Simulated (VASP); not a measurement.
Runs of VASP 6.6.1 on WS2 (Tungstenite). The structure is that of space group P6_3/mmc (No. 194), or close to it. The cells are those of the table. 

| task | level | spin | cell | cutoff (eV) | smearing | gap on the mesh (eV) | pressure (GPa) | largest force (eV/Å) |
| --- | --- | --- | --- | --- | --- | --- | --- | --- |
| single point | PBE+D3(BJ) | off | a = 3.154, b = 3.154, c = 12.145 Å, angles 90.0, 90.0, 120.0°, 6 atoms | 520 | fermi-dirac 0.02 eV | 0.91 | 0.0 | - |
| relaxation of cell and atoms | PBE+D3(BJ) | off | relaxed from a = 3.180, b = 3.180, c = 12.500 Å, angles 90.0, 90.0, 120.0°, 6 atoms | 600 | fermi-dirac 0.02 eV | 0.91 | 0.0 | - |
| single point | PBE | non-collinear, zero start, SOC | a = 3.170, b = 3.170, c = 12.491 Å, angles 90.0, 90.0, 120.0°, 6 atoms | 520 | fermi-dirac 0.02 eV | - | (a) | (b) |
| single point | r2SCAN | off | a = 3.170, b = 3.170, c = 12.491 Å, angles 90.0, 90.0, 120.0°, 6 atoms | 520 | gaussian 0.01 eV | (c) | 1.4 | 0.03 |
| single point | PBE | off | a = 3.170, b = 3.170, c = 12.491 Å, angles 90.0, 90.0, 120.0°, 6 atoms | 520 | gaussian 0.01 eV | 1.06 | 3.2 | 0.20 |

Alike in all rows: potentials or basis VASP PAW PBE potentials, release 64 (W_sv, S); k mesh 12 × 12 × 2.

Question: Estimate the missing entries.

Answer: (a) 3.5; (b) 0.22; (c) 1.17.

Caveats: spin-orbit coupling is left out, which moves the levels of the heavy elements (some runs); this functional lacks dispersion, which binds the layers, so the pressure and a relaxed spacing across them are unreliable (some runs); the PAW data sets were made with another functional, which shifts forces and pressure a little (some runs).

A k mesh can miss the band edges, and rows without SOC leave out spin-orbit coupling on W.
